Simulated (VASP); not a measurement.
Wanted: the native input for a VASP 6.6.1 run.

* Task: single point
* Functional: PBE
* Potentials or basis: VASP PAW PBE potentials, release 64 (Be, Te, Se)
* Cutoff: 600 eV
* k mesh: 2 × 2 × 4
* Occupations: gaussian, width 0.15 eV
* Spin: no spin polarisation
* Dipole correction: no
* Further INCAR settings: ALGO = Normal; EDIFF = 1e-06; NBANDS = 21

The structure of Be3TeSe2 lies in POSCAR:

```
Be3TeSe2
1.0
    6.1135081057      0.0000000029      0.0000000000
   -3.0567540553      5.2944533243      0.0000000000
    0.0000000000      0.0000000000      3.2112663324
Be Te Se
3 1 2
Direct
    0.0000000000      0.5000000000      0.0000000000
    0.5000000000      0.0000000000      0.0000000000
    0.5000000000      0.5000000000      0.0000000000
    0.0000000000      0.0000000000      0.5000000000
    0.3333333333      0.6666666667      0.5000000000
    0.6666666667      0.3333333333      0.5000000000
```

One way to write it, as run:

INCAR

```
PREC     = Accurate       # precision mode
ENCUT    = 600            # plane-wave cutoff, eV
EDIFF    = 1E-6           # SCF threshold, eV
ISMEAR   = 0              # smearing method
SIGMA    = 0.15           # smearing width, eV
LREAL    = False          # projectors in reciprocal space
LASPH    = True           # aspherical terms in the spheres
NELM     = 120            # most SCF steps
ALGO     = Normal         # electronic algorithm
ISIF     = 2              # what is computed and relaxed
LWAVE    = False          # write WAVECAR
LCHARG   = False          # write CHGCAR
GGA      = PE             # functional
NBANDS   = 21             # bands
GGA_COMPAT= False
```

KPOINTS

```
regular mesh
0
Gamma
  2 2 4
```

Potentials or basis: VASP PAW PBE potentials, release 64 (Be, Te, Se).

Run with:

```sh
$ cat potpaw_PBE.64/Be/POTCAR potpaw_PBE.64/Te/POTCAR potpaw_PBE.64/Se/POTCAR > POTCAR
$ mpirun -np 1 vasp_std > vasp.out
```

Results of the run:

| Property | Result |
| --- | --- |
| Pressure | 0.3 GPa |
| Band gap on the k mesh | zero (band 12 reaches 7.23 eV, above the bottom of band 13 at 5.63 eV) |

Caveat: the k points lie up to 0.59 Å⁻¹ apart; spin-orbit coupling is left out, which moves the levels of the heavy elements.

Wall time 29 s on 1 thread of Intel(R) Xeon(R) Platinum 8488C (Sapphire Rapids), on a shared host, peak memory 0.25 GiB.
